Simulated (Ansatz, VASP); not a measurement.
## One calculation of Ge, two programs

```
Ge
1.0
     4.88006    0.00000    0.00000
    -2.44003    4.22626    0.00000
     0.00000    0.00000    2.77416
Ge
3
Cartesian
  0.0000 0.0000 2.7742
  0.0000 2.8175 1.3871
  2.4400 1.4088 1.3871
```

Alike in both runs: task single point; functional RPBE; k mesh 8 × 8 × 13; occupations fermi-dirac, width 0.1 eV; no spin polarisation.

|  | VASP | Ansatz |
| --- | --- | --- |
| version | VASP 6.6.1 | Ansatz 0.2.0 |
| potentials or method | VASP PAW PBE potentials, release 64 (Ge_d), cutoff 520 eV | plane waves (420 eV) with PAW, scalar-relativistic |
| valence electrons in the cell | 42 | 42 |

```csv
,VASP,Ansatz,Ansatz less VASP
pressure (GPa),2.7,2.7,+0.02
"traceless stress, the component that is largest in VASP (GPa)",0.83,0.83,-0.003
```

VASP's potentials were made for PBE, not for RPBE.
